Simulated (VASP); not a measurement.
# Be2Zn3Te3 (P3m1) in VASP: relaxation of cell and atoms with PBE

Aim: the relaxation of cell and atoms of Be2Zn3Te3 with PBE.

All numbers are computed with VASP 6.6.1; they aren't measurements. Logs are shortened: lines on timing, memory, paths and dates and some standing lists are left out, and cuts for length are marked.

## (1) The cell of the first run

It takes space group P3m1 (No. 156, trigonal). Conventional cell: a = 4.081 Å, b = 4.081 Å, c = 12.759 Å, α = 90.00°, β = 90.00°, γ = 120.00°. Within 3.3 Å of Be (site symmetry 3m) lie 4 Te at 2.47 to 2.48 Å. Be (site symmetry 3m) has 4 Te at 2.48 Å within 3.3 Å. Zn (site symmetry 3m) has 6 Zn at 2.48 to 3.16 Å and 1 Te at 2.70 Å within 3.3 Å. Zn (site symmetry 3m) has 6 Zn at 2.71 to 3.16 Å and 3 Te at 2.77 Å within 3.6 Å. Within 3.3 Å of Zn (site symmetry 3m) lie 6 Zn at 2.48 to 2.71 Å and 1 Te at 2.79 Å. Te (site symmetry 3m) has 4 Be at 2.47 to 2.48 Å within 3.3 Å. Te (site symmetry 3m) has 1 Be at 2.48 Å and 4 Zn at 2.77 to 2.79 Å within 3.3 Å. Te (site symmetry 3m) has 3 Be at 2.48 Å and 1 Zn at 2.70 Å within 3.3 Å.

## (2) Relaxation of cell and atoms, PBE

The input, INCAR:

```
SYSTEM = Be2Zn3Te3
PREC = Accurate ; ENCUT = 600
EDIFF = 1E-7 ; ISMEAR = 0
SIGMA = 0.1 ; LREAL = .FALSE.
LASPH = .TRUE. ; NELM = 120
ALGO = Normal ; ISIF = 3
LWAVE = .FALSE. ; LCHARG = .FALSE.
GGA = PE ; IBRION = 2
NSW = 80 ; EDIFFG = -0.001
GGA_COMPAT = .FALSE. ; NELMIN = 4
```

The input, KPOINTS:

```
regular mesh
0
G
  12 12 4
  0 0 0
```

The input, POSCAR:

```
Be2Zn3Te3
1.0
    4.0805404195      0.0000000000      0.0000000000
   -2.0402702097      3.5338516644      0.0000000000
    0.0000000000      0.0000000000     12.7590660053
Be Zn Te
2 3 3
Direct
    0.3333333333      0.6666666667      0.4243010860
    0.0000000000      0.0000000000      0.1708251042
    0.6666666667      0.3333333333      0.6969570941
    0.3333333333      0.6666666667      0.8625780308
    0.0000000000      0.0000000000      0.7579079011
    0.3333333333      0.6666666667      0.2308193796
    0.0000000000      0.0000000000      0.9762632509
    0.6666666667      0.3333333333      0.4853481533
```

Potentials or basis: VASP PAW PBE potentials, release 64 (Be, Zn, Te).

Run with:

```
cat potpaw_PBE.64/Be/POTCAR potpaw_PBE.64/Zn/POTCAR potpaw_PBE.64/Te/POTCAR > POTCAR
mpirun -np 1 vasp_std > vasp.out
```

OUTCAR:

```text
SYSTEM = Be2Zn3Te3
   PREC = Accurate
   ENCUT = 600
   EDIFF = 1E-7
   ISMEAR = 0
   LREAL = .FALSE.
   LASPH = .TRUE.
   NELM = 120
   ISIF = 3
   GGA = PE
   IBRION = 2
   NSW = 80
   EDIFFG = -0.001
   NELMIN = 4

 ion  position               nearest neighbor table
   1  0.333  0.667  0.424-   6 2.47   8 2.48   8 2.48   8 2.48
   2  0.000  0.000  0.171-   6 2.48   6 2.48   6 2.48   7 2.48
   3  0.667  0.333  0.697-   5 2.48   5 2.48   5 2.48   8 2.70
   4  0.333  0.667  0.863-   5 2.71   5 2.71   5 2.71   7 2.77   7 2.77   7 2.77
   5  0.000  0.000  0.758-   3 2.48   3 2.48   3 2.48   4 2.71   4 2.71   4 2.71   7 2.79
   6  0.333  0.667  0.231-   1 2.47   2 2.48   2 2.48   2 2.48
   7  0.000  0.000  0.976-   2 2.48   4 2.77   4 2.77   4 2.77   5 2.79
   8  0.667  0.333  0.485-   1 2.48   1 2.48   1 2.48   3 2.70

  LATTYP: Found a hexagonal cell.
 ALAT       =     4.0805404195
 C/A-ratio  =     3.1268078964

  Lattice vectors:

 A1 = (   4.0805404195,   0.0000000000,   0.0000000000)
 A2 = (  -2.0402702097,   3.5338516644,   0.0000000000)
 A3 = (   0.0000000000,   0.0000000000,  12.7590660053)

Analysis of symmetry for initial positions (statically):
=====================================================================
 Subroutine PRICEL returns:
 Original cell was already a primitive cell.

 Routine SETGRP: Setting up the symmetry group for a
 hexagonal supercell.

 Subroutine GETGRP returns: Found  6 space group operations
 (whereof  6 operations were pure point group operations)
 out of a pool of 24 trial point group operations.

The static configuration has the point symmetry C_3v.

Analysis of symmetry for dynamics (positions and initial velocities):
=====================================================================
 Subroutine PRICEL returns:
 Original cell was already a primitive cell.

 Routine SETGRP: Setting up the symmetry group for a
 hexagonal supercell.

 Subroutine GETGRP returns: Found  6 space group operations
 (whereof  6 operations were pure point group operations)
 out of a pool of 24 trial point group operations.

The dynamic configuration has the point symmetry C_3v.

 Subroutine INISYM returns: Found  6 space group operations
 (whereof  6 operations are pure point group operations),
 and found     1 'primitive' translations

----------------------------------------------------------------------------------------

                                     Primitive cell

  volume of cell :     183.9860

  direct lattice vectors                    reciprocal lattice vectors
     4.080540420  0.000000000  0.000000000     0.245065579  0.141488678  0.000000000
    -2.040270210  3.533851664  0.000000000     0.000000000  0.282977356  0.000000000
     0.000000000  0.000000000 12.759066005     0.000000000  0.000000000  0.078375643

  length of vectors
     4.080540420  4.080540419 12.759066005     0.282977356  0.282977356  0.078375643

  position of ions in fractional coordinates (direct lattice)
     0.333333333  0.666666667  0.424301086
     0.000000000  0.000000000  0.170825104
     0.666666667  0.333333333  0.696957094
     0.333333333  0.666666667  0.862578031
     0.000000000  0.000000000  0.757907901
     0.333333333  0.666666667  0.230819380
     0.000000000  0.000000000  0.976263251
     0.666666667  0.333333333  0.485348153

  ion indices of the primitive-cell ions
   primitive index   ion index
                 1           1
                 2           2
                 3           3
                 4           4
                 5           5
                 6           6
                 7           7
                 8           8

----------------------------------------------------------------------------------------

 KPOINTS: regular mesh

Automatic generation of k-mesh.
 Grid dimensions read from file:
 generate k-points for:   12   12    4

 Generating k-lattice:

  Cartesian coordinates                     Fractional coordinates (reciprocal lattice)
     0.020422132  0.011790723  0.000000000     0.083333333  0.000000000  0.000000000
     0.000000000  0.023581446  0.000000000     0.000000000  0.083333333  0.000000000
     0.000000000  0.000000000  0.019593911     0.000000000  0.000000000  0.250000000

  Length of vectors
     0.023581446  0.023581446  0.019593911

  Shift w.r.t. Gamma in fractional coordinates (k-lattice)
     0.000000000  0.000000000  0.000000000

 Subroutine IBZKPT returns following result:
 ===========================================

 Found     69 irreducible k-points:

 Following reciprocal coordinates:
            Coordinates               Weight
  0.000000  0.000000  0.000000      1.000000
  0.083333  0.000000  0.000000      6.000000
  0.166667  0.000000  0.000000      6.000000
  0.250000  0.000000  0.000000      6.000000
  0.333333  0.000000  0.000000      6.000000
  0.416667  0.000000  0.000000      6.000000
[... 16 lines left out ...]
  0.166667  0.000000  0.250000      6.000000
  0.000000  0.166667  0.250000      6.000000
 [... further k-points ...]
   k-points           NKPTS =     69   k-points in BZ     NKDIM =     69   number of bands    NBANDS=     34
   number of dos      NEDOS =    301   number of ions     NIONS =      8
   total plane-waves  NPLWV = 139968
   dimension x,y,z NGX =    36 NGY =   36 NGZ =  108
   dimension x,y,z NGXF=    72 NGYF=   72 NGZF=  216
   ions per type =               2   3   3
   NGX,Y,Z   is equivalent  to a cutoff of  14.67, 14.67, 14.07 a.u.
   NGXF,Y,Z  is equivalent  to a cutoff of  29.33, 29.33, 28.14 a.u.
 SYSTEM =  Be2Zn3Te3
   PREC   = accura    normal or accurate (medium, high low for compatibility)
   ISTART =      0    job   : 0-new  1-cont  2-samecut
   ICHARG =      2    charge: 1-file 2-atom 10-const
   ISPIN  =      1    spin polarized calculation?
   LNONCOLLINEAR =      F non collinear calculations
   LSORBIT =      F    spin-orbit coupling
   LASPH  =      T    aspherical Exc in radial PAW
   ENCUT  =  600.0 eV  44.10 Ry    6.64 a.u.   8.15  8.15 25.48*2*pi/ulx,y,z
   NELM   =    120;   NELMIN=  4; NELMDL= -5     # of ELM steps
   EDIFF  = 0.1E-06   stopping-criterion for ELM
   LREAL  =      F    real-space projection
   EDIFFG = -.1E-02   stopping-criterion for IOM
   NSW    =     80    number of steps for IOM
   IBRION =      2    ionic relax: 0-MD 1-quasi-New 2-CG
   NFREE  =      1    steps in history (QN), initial steepest desc. (CG)
   ISIF   =      3    stress and relaxation
   ISYM   =      2    0-nonsym 1-usesym 2-fastsym
   POTIM  = 0.5000    time-step for ionic-motion
   TEBEG  =    0.0;   TEEND  =   0.0 temperature during run
   PSTRESS=    0.0 pullay stress
   NELECT =      58.0000    total number of electrons
   NUPDOWN=      -1.0000    fix difference up-down
   EMIN   =  10.00;   EMAX   =-10.00  energy-range for DOS
   EFERMI =   0.00;   METHOD = LEGACY
   ISMEAR =     0;   SIGMA  =   0.10  broadening in eV -4-tet -1-fermi 0-gaus
   EFERMI_NEDOS =   21; number of points for ismear=-14 and -15
   IALGO  =     38    algorithm
   IMIX   =      4    mixing-type and parameters
     AMIX     =   0.40;   BMIX     =  1.00
     AMIX_MAG =   1.60;   BMIX_MAG =  1.00
  volume/ion in A,a.u.               =      23.00       155.20
  Fermi-wavevector in a.u.,A,eV,Ry     =   1.114181  2.105497 16.890272  1.241400
  Thomas-Fermi vector in A             =   2.250774
   LORBIT       =      0    0 simple, 1 ext, 2 COOP (PROOUT), +10 PAW based schemes
   GGA     = PE    functional components
   LHFCALC =     F    Hartree Fock is set to
   AEXX    =    0.0000 exact exchange contribution
   IVDW    =     0    specifies the selected vdW correction
   LEPSILON=     F    determine dielectric tensor
   LRPA    =     F    only Hartree local field effects (RPA)
 conjugate gradient relaxation of ions
 non-spin polarized calculation
 Gauss-broadening in eV      SIGMA  =   0.10
  energy-cutoff  :      600.00
  volume of cell :      183.99
 maximum number of plane-waves:      6182
 NGX is ok and might be reduce to    36
   NGX = 17   NGY = 17   NGZ = 51

--------------------------------------- Ionic step        1  -------------------------------------------

 number of electron      57.9999998 magnetization

 Free energy of the ion-electron system (eV)
  ---------------------------------------------------
  ext. energy  EPLUGINS =         0.00000000
  ---------------------------------------------------
  free energy    TOTEN  =       -21.40398067 eV

  energy without entropy =      -21.39632665  energy(sigma->0) =      -21.40015366

------------------------ aborting loop because EDIFF is reached ----------------------------------------

  FORCE on cell =-STRESS in cart. coord.  units (eV):
  Direction    XX          YY          ZZ          XY          YZ          ZX
  --------------------------------------------------------------------------------------
  -------------------------------------------------------------------------------------
  Total        0.1083768      0.1083768      0.1001375      0.0000000      0.0000000      0.0000000
  in kB        0.9437613      0.9437613      0.8720124      0.0000000      0.0000000      0.0000000
  external PRESSURE =       0.9198450 kB  Pullay stress =       0.0000000 kB
[... 107 lines left out ...]
  FREE ENERGIE OF THE ION-ELECTRON SYSTEM (eV)
  ---------------------------------------------------
  free  energy   TOTEN  =       -21.4041322253 eV

  energy  without entropy=      -21.3964566656  energy(sigma->0) =      -21.40029445

[... ionic steps 4 to 13 ...]

--------------------------------------- Ionic step       14  -------------------------------------------

 number of electron      58.0000000 magnetization

------------------------ aborting loop because EDIFF is reached ----------------------------------------

  FORCE on cell =-STRESS in cart. coord.  units (eV):
  Direction    XX          YY          ZZ          XY          YZ          ZX
  --------------------------------------------------------------------------------------
  -------------------------------------------------------------------------------------
  Total       -0.0003972     -0.0003972     -0.0060776     -0.0000000      0.0000000      0.0000000
  in kB       -0.0034510     -0.0034510     -0.0528002     -0.0000000      0.0000000      0.0000000
  external PRESSURE =      -0.0199007 kB  Pullay stress =       0.0000000 kB
[... 69 lines left out ...]
  energy  without entropy=      -21.3964558412  energy(sigma->0) =      -21.40029590

--------------------------------------- Ionic step       16  -------------------------------------------

 number of electron      58.0000000 magnetization

 Free energy of the ion-electron system (eV)
  ---------------------------------------------------
  ext. energy  EPLUGINS =         0.00000000
  ---------------------------------------------------
  free energy    TOTEN  =       -21.40413638 eV

  energy without entropy =      -21.39645652  energy(sigma->0) =      -21.40029645

 E-fermi :   4.3448     XC(G=0):  -9.2999

 val. band max:        4.3445085092   @ k =   0.1667   0.1667   0.2500
 cond. band min:       4.3757413745   @ k =   0.2500   0.0000   0.5000
 fundamental gap:      0.0312328653
 Fermi energy:         4.3447906004

 k-point     1 :       0.0000    0.0000    0.0000
  band No.  band energies     occupation
      1      -8.3666      2.00000
      2      -7.8603      2.00000
      3      -7.5010      2.00000
      4      -3.6641      2.00000
      5      -3.4744      2.00000
      6      -3.4744      2.00000
[... 877 lines left out ...]
     33       7.0700      0.00000
     34       7.3814      0.00000

 [... further k-points ...]

------------------------ aborting loop because EDIFF is reached ----------------------------------------

  FORCE on cell =-STRESS in cart. coord.  units (eV):
  Direction    XX          YY          ZZ          XY          YZ          ZX
  --------------------------------------------------------------------------------------
  -------------------------------------------------------------------------------------
  Total        0.0029220      0.0029220     -0.0006791      0.0000000      0.0000000     -0.0000000
  in kB        0.0253860      0.0253860     -0.0059002      0.0000000      0.0000000     -0.0000000
  external PRESSURE =       0.0149573 kB  Pullay stress =       0.0000000 kB
[... 23 lines left out ...]
  FREE ENERGIE OF THE ION-ELECTRON SYSTEM (eV)
  ---------------------------------------------------
  free  energy   TOTEN  =       -21.4041363779 eV

  energy  without entropy=      -21.3964565209  energy(sigma->0) =      -21.40029645

 reached required accuracy - stopping structural energy minimisation
```

Wall time 1.8 h (1 thread of Intel Xeon 8259CL, shared host); peak memory 0.73 GiB.

What came out:

```yaml
Free_energy: -21.4041 eV
Relaxed_volume: 23.05 Å³/atom
Relaxed_cell: a = 4.084 Å, b = 4.084 Å, c = 12.768 Å, α = 90.00°, β = 90.00°, γ = 120.00°
Space_group_after_relaxing_to_0.1_Å: P3m1 (No. 156)
Energy_gained_by_relaxing: 0.0 meV/atom
Ionic_steps: 16
Pressure_after_relaxing: 0.0 GPa
Band_gap_on_the_k_mesh: zero (bands 29 and 30 overlap by 3.12 eV)
```

The path:
```csv
step,energy change (eV),largest force (eV/Å),pressure (GPa),volume (Å³)
1,0.0000,0.0130,0.09,183.99
2,-0.0001,0.0021,0.02,184.34
3,-0.0002,0.0029,0.01,184.38
4,-0.0002,0.0032,0.00,184.39
5,-0.0002,0.0036,0.00,184.41
6,-0.0002,0.0023,0.00,184.42
7,-0.0002,0.0018,0.00,184.42
8,-0.0002,0.0013,0.00,184.40
9,-0.0002,0.0015,0.00,184.40
10,-0.0002,0.0012,0.00,184.40
11,-0.0002,0.0014,0.00,184.41
12,-0.0002,0.0016,0.00,184.41
13,-0.0002,0.0011,0.00,184.41
14,-0.0002,0.0011,0.00,184.42
15,-0.0002,0.0010,0.00,184.42
16,-0.0002,0.0005,0.00,184.41
```

Final structure:
```
Be Zn Te
1.0
     4.08378    0.00000    0.00000
    -2.04189    3.53666    0.00000
     0.00000    0.00000   12.76840
Be Zn Te
2 3 3
Direct
  0.33333 0.66667 0.42428
  0.00000 0.00000 0.17084
  0.66667 0.33333 0.69689
  0.33333 0.66667 0.86265
  0.00000 0.00000 0.75789
  0.33333 0.66667 0.23083
  0.00000 0.00000 0.97632
  0.66667 0.33333 0.48530
```

Caveat: spin-orbit coupling is left out, which moves the levels of the heavy elements.
